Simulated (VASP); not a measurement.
# AlP: relaxation of cell and atoms with PBE

AlP:

```xyz
2
Lattice="0.0000 2.7255 2.7255 2.7255 0.0000 2.7255 2.7255 2.7255 0.0000" Properties=species:S:1:pos:R:3 pbc="T T T"
Al    0.0000    0.0000    0.0000
P     1.3627    1.3627    1.3627
```

```yaml
Program: VASP 6.6.1
Task: relaxation of cell and atoms
Functional: PBE
Potentials_or_basis: VASP PAW PBE potentials, release 64 (Al, P)
Cutoff: 500 eV
k_mesh: 6 × 6 × 6
Occupations: gaussian, width 0.01 eV
Spin: no spin polarisation
Target_pressure: 20 GPa
Dipole_correction: no
Further_INCAR_settings: ALGO = Normal; EDIFF = 1e-07; IBRION = 2; EDIFFG = -0.05; NSW = 60; ISIF = 3
```

The relaxed volume is 17.62 Å³/atom and the relaxed cell is a = 3.680 Å, b = 3.680 Å, c = 3.680 Å, α = 60.00°, β = 60.00°, γ = 60.00°. The space group after relaxing (to 0.05 Å) is F-43m (No. 216), the energy change on relaxing (the enthalpy is what falls) is +169.0 meV/atom and the ionic steps are 4. The pressure after relaxing is 19.8 GPa and the band gap on the k mesh is 1.25 eV, indirect (least direct gap 3.66 eV).

Step by step:
```
step  energy change (eV)  largest force (eV/Å)  pressure (GPa)  volume (Å³)
   1              0.0000                0.0000            2.67        40.49
   2              1.8427                0.0000           62.90        28.97
   3              0.3125                0.0000           18.89        35.45
   4              0.3381                0.0000           19.82        35.24
```

Final structure:
```yaml
crystal:
  lattice:
    - [0.00000, 2.60220, 2.60220]
    - [2.60220, 0.00000, 2.60220]
    - [2.60220, 2.60220, 0.00000]
  atoms:
    - { symbol: Al, position: [0.00000, 0.00000, 0.00000] }
    - { symbol: P, position: [0.25000, 0.25000, 0.25000] }
```

Levels at points of the mesh, in eV from the valence-band top:
| k point | band 2 | band 3 | band 4 | band 5 | band 6 | band 7 |
| --- | --- | --- | --- | --- | --- | --- |
| (0.00, 0.00, 0.00) | 0.00 | 0.00 | 0.00 | 4.57 | 4.75 | 4.75 |
| (0.50, 0.00, 0.00) | -6.22 | -0.85 | -0.85 | 3.35 | 4.82 | 4.82 |
| (0.50, 0.50, 0.00) | -5.84 | -2.41 | -2.41 | 1.25 | 2.38 | 12.28 |

Run time: 36 s on 1 thread of AMD EPYC 7R13, with other jobs on the host, peak memory 0.12 GiB.

Caveat: the cell is relaxed towards a set pressure, so the enthalpy falls and the energy may rise. A k mesh can miss the band edges.
